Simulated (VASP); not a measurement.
Runs of VASP 6.6.1 on ZnO. The structure is that of space group P6_3mc (No. 186), or close to it. The cells are those of the table. 

| task | level | cell | k mesh | cutoff (eV) | smearing | grid for exact exchange (PRECFOCK) | share of exact exchange | gap on the mesh (eV) | pressure (GPa) | largest force (eV/Å) |
| --- | --- | --- | --- | --- | --- | --- | --- | --- | --- | --- |
| single point | r2SCAN+rVV10 | a = 3.227, b = 3.227, c = 5.171 Å, angles 90.0, 90.0, 120.0°, 4 atoms | 9 × 9 × 5 | 520 | fermi-dirac 0.05 eV | - | - | (c) | 1.7 | 0.08 |
| single point | PBE-based screened hybrid with 10 % exact exchange | a = 3.249, b = 3.249, c = 5.206 Å, angles 90.0, 90.0, 120.0°, 4 atoms | 5 × 5 × 3 | 520 | fermi-dirac 0.05 eV | Normal | 0.1 | (a) | 4.2 | 0.08 |
| single point | r2SCAN+rVV10 | a = 3.249, b = 3.249, c = 5.206 Å, angles 90.0, 90.0, 120.0°, 4 atoms | 9 × 9 × 5 | 520 | gaussian 0.1 eV | - | - | 1.17 | -1.4 | 0.09 |
| single point | PBEsol | a = 3.195, b = 3.195, c = 5.158 Å, angles 90.0, 90.0, 120.0°, 4 atoms | 9 × 9 × 5 | 520 | fermi-dirac 0.05 eV | - | - | 0.74 | 6.1 | - |
| single point | PBEsol | a = 3.249, b = 3.249, c = 5.206 Å, angles 90.0, 90.0, 120.0°, 4 atoms | 9 × 9 × 5 | 520 | gaussian 0.1 eV | - | - | 0.69 | -0.5 | 0.07 |
| single point | BLYP | a = 3.249, b = 3.249, c = 5.206 Å, angles 90.0, 90.0, 120.0°, 4 atoms | 9 × 9 × 5 | 520 | fermi-dirac 0.05 eV | - | - | 0.96 | (b) | 0.07 |
| relaxation of cell and atoms | PBEsol | relaxed to 30 GPa from a = 3.249, b = 3.249, c = 5.206 Å, angles 90.0, 90.0, 120.0°, 4 atoms | 9 × 9 × 5 | 600 | fermi-dirac 0.05 eV | - | - | 0.89 | 30.0 | - |

Alike in all rows: no spin polarisation.

Estimate the missing entries.

(a) 1.45; (b) 10.4; (c) 1.21.

Caveats: some runs use coarse meshes; the PAW data sets were made with another functional, which shifts forces and pressure a little; the cell stands under pressure (at least some runs); the cell is relaxed towards a set pressure, so the run minimises the enthalpy, not the energy (at least some runs).

